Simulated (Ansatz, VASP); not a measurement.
# HfO2: VASP beside Ansatz

Contents of INCAR:

```
PREC = Accurate
ENCUT = 600
EDIFF = 1E-7
ISMEAR = 0
SIGMA = 0.02
LREAL = F
LASPH = T
NELM = 120
ALGO = Normal
ISIF = 3
LWAVE = F
LCHARG = F
GGA = PE
IBRION = 2
NSW = 100
EDIFFG = -0.002
GGA_COMPAT = F
NELMIN = 4
```

The input KPOINTS:

```
Automatic mesh
0
Gamma
  6 6 6
```

File POSCAR:

```
HfO2
1.0
    5.0967245748      0.0000000000      0.0000000000
    0.0000000000      5.0967245748      0.0000000000
    0.0000000000      0.0000000000      5.0967245748
Hf O
4 8
Direct
    0.0000000000      0.0000000000      0.0000000000
    0.0000000000      0.5000000000      0.5000000000
    0.5000000000      0.0000000000      0.5000000000
    0.5000000000      0.5000000000      0.0000000000
    0.2500000000      0.2500000000      0.7500000000
    0.2500000000      0.7500000000      0.7500000000
    0.2500000000      0.7500000000      0.2500000000
    0.2500000000      0.2500000000      0.2500000000
    0.7500000000      0.2500000000      0.2500000000
    0.7500000000      0.7500000000      0.2500000000
    0.7500000000      0.7500000000      0.7500000000
    0.7500000000      0.2500000000      0.7500000000
```

Input for Ansatz:

```yaml
crystal:
  lattice:
    - [5.0967245748, 0.0, 0.0]
    - [0.0, 5.0967245748, 0.0]
    - [0.0, 0.0, 5.0967245748]
  atoms:
    - { symbol: Hf, position: [0.0, 0.0, 0.0] }
    - { symbol: O, position: [0.25, 0.25, 0.75] }
    - { symbol: O, position: [0.25, 0.75, 0.75] }
    - { symbol: Hf, position: [0.0, 0.5, 0.5] }
    - { symbol: O, position: [0.25, 0.75, 0.25] }
    - { symbol: O, position: [0.25, 0.25, 0.25] }
    - { symbol: Hf, position: [0.5, 0.0, 0.5] }
    - { symbol: O, position: [0.75, 0.25, 0.25] }
    - { symbol: O, position: [0.75, 0.75, 0.25] }
    - { symbol: Hf, position: [0.5, 0.5, 0.0] }
    - { symbol: O, position: [0.75, 0.75, 0.75] }
    - { symbol: O, position: [0.75, 0.25, 0.75] }
basis:
  ecutwfc: 420
kpoints:
  mp_grid: { grid: [6, 6, 6] }
hamiltonian:
  xc: pbe
  pseudopotentials: { kind: paw, azcp: { folder: soft_1 } }
scf:
  occupations: { method: gaussian, width: 0.02 }
output:
  forces: true
  stress: true
  eigenvalues: true
  write_density: true
  write_potential: true
  elf: true
  volumetric_format: npy
relax:
  adjacent_minimum: "off"
  f_tol: 0.002
  max_steps: 80
  cell: { stress_tol: 0.02 }
```

Alike in both runs: task relaxation of cell and atoms; functional PBE; k mesh 6 × 6 × 6; occupations gaussian, width 0.02 eV; no spin polarisation.

```csv
,VASP,Ansatz
version,VASP 6.6.1,Ansatz 0.2.0
potentials or method,"VASP PAW PBE potentials, release 64 (Hf_pv, O), cutoff 600 eV","scalar-relativistic, plane waves, PAW"
valence electrons in the cell,88,152
```

|  | VASP | Ansatz | Ansatz less VASP |
| --- | --- | --- | --- |
| gap on the k mesh at the Fermi level, each at its own relaxed structure (eV) | 3.80 | 3.75 | -0.055 |
| relaxed volume (Å³/atom) | 10.87 | 11.04 | +0.177 |
| relaxed cell length with the largest relative difference (Å) | 5.071 | 5.098 | +0.0274 |

VASP's potentials hold 88 valence electrons a cell and Ansatz's 152, so a difference there can come from the potentials and not from the codes.

Spin-orbit coupling is off throughout.
